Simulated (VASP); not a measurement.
Set up this calculation in VASP 6.6.1, as the native input.

```yaml
Task: single point
Functional: PBE
Potentials_or_basis: VASP PAW PBE potentials, release 64 (Ge_d)
Cutoff: 520 eV
k_mesh: 14 × 14 × 14
Occupations: gaussian, width 0.15 eV
Spin: no spin polarisation
Dipole_correction: no
Further_INCAR_settings: ALGO = Normal; EDIFF = 1e-06; NBANDS = 21
```

The structure of Ge lies in POSCAR:

```
Ge
1.0
   -0.0576106954      2.8805347716      2.9957561625
    2.8805347716     -0.0576106954      2.9957561625
    2.8229240762      2.8229240762      0.0000000000
Ge
2
Direct
    0.5000000000      0.5000000000      0.5000000000
    0.7500000000      0.7500000000      0.7500000000
```

This cell differs from its parent crystal: engineering shear strain xy -0.0400, normal strain along z +0.0400.

One way to write it, as run:

INCAR

```
SYSTEM = Ge
PREC = Accurate ; ENCUT = 520
EDIFF = 1E-6 ; ISMEAR = 0
SIGMA = 0.15 ; LREAL = .FALSE.
LASPH = .TRUE. ; NELM = 80
ALGO = Normal ; ISIF = 2
LWAVE = .FALSE. ; LCHARG = .FALSE.
GGA = PE ; NBANDS = 21
```

KPOINTS

```
regular mesh
0
G
  14 14 14
  0 0 0
```

Potentials or basis: VASP PAW PBE potentials, release 64 (Ge_d).

The run is started by

```console
$ cat potpaw_PBE.64/Ge_d/POTCAR > POTCAR
$ mpirun -np 1 vasp_std > vasp.out
```

It gave:

* Pressure: -1.9 GPa
* Largest force: 0.246 eV/Å
* Band gap on the k mesh: zero (band 14 reaches 4.20 eV, above the bottom of band 15 at 3.90 eV)

Caveat: the cell differs from its parent crystal (engineering shear strain xy -0.0400, normal strain along z +0.0400).

Wall time 6.6 min on 1 thread of Intel Xeon 8259CL, on a shared host, peak memory 0.45 GiB.
